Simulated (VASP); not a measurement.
Write the native input for VASP 6.6.1 that does the following.

| Item | Value |
| --- | --- |
| Task | single point |
| Functional | PBE |
| Potentials or basis | VASP PAW PBE potentials, release 64 (Al, N) |
| Cutoff | 520 eV |
| k mesh | 5 × 5 × 1 |
| Occupations | gaussian, width 0.1 eV |
| Spin | no spin polarisation |
| Dipole correction | yes |
| Further INCAR settings | ALGO = Normal; EDIFF = 1e-06; NBANDS = 36 |

The structure of Al6N lies in POSCAR:

```
Al6N
1.0
    5.7143028096      0.0000000000      0.0000000000
    0.0000000000      5.7143028096      0.0000000000
    0.0000000000      0.0000000000     22.1750227687
Al N
12 2
Direct
    0.2500000000      0.2500000000      0.1803831293
    0.2500000000      0.7500000000      0.1803831293
    0.7500000000      0.2500000000      0.1803831293
    0.7500000000      0.7500000000      0.1803831293
    0.0000000000      0.0000000000      0.2744094920
    0.0000000000      0.5000000000      0.2744094920
    0.5000000000      0.0000000000      0.2744094920
    0.5000000000      0.5000000000      0.2744094920
    0.2500000000      0.2500000000      0.3686590473
    0.2500000000      0.7500000000      0.3686590473
    0.7500000000      0.2500000000      0.3686590473
    0.7500000000      0.7500000000      0.3686590473
    0.3385629830      0.5000000000      0.4624582746
    0.6614370170      0.5000000000      0.4624582746
```

The input as run:

INCAR

```
SYSTEM = Al6N
PREC = Accurate
ENCUT = 520
EDIFF = 1E-6
ISMEAR = 0
SIGMA = 0.1
LREAL = .False.
LASPH = .True.
NELM = 60
ALGO = Normal
ISIF = 2
LWAVE = .False.
LCHARG = .True.
LDIPOL = .True.
IDIPOL = 3
DIPOL = 0.5 0.5 0.301
GGA = PE
LELF = .True.
LVHAR = .True.
LVACPOTAV = .True.
NBANDS = 36
```

KPOINTS

```
regular mesh
0
Gamma
  5 5 1
  0 0 0
```

Potentials or basis: VASP PAW PBE potentials, release 64 (Al, N).

Run with:

```console
$ cat potpaw_PBE.64/Al/POTCAR potpaw_PBE.64/N/POTCAR > POTCAR
$ mpirun -np 1 vasp_std > vasp.out
```

Results of the run:

| Property | Result |
| --- | --- |
| Largest force | 5.332 eV/Å |
| Band gap on the k mesh | zero (bands 23 and 24 overlap by 0.67 eV) |

Wall time 11 min on 1 thread of Intel(R) Xeon(R) Platinum 8259CL CPU @ 2.50GHz (Skylake/Cascade Lake), on a shared host, peak memory 0.7 GiB.
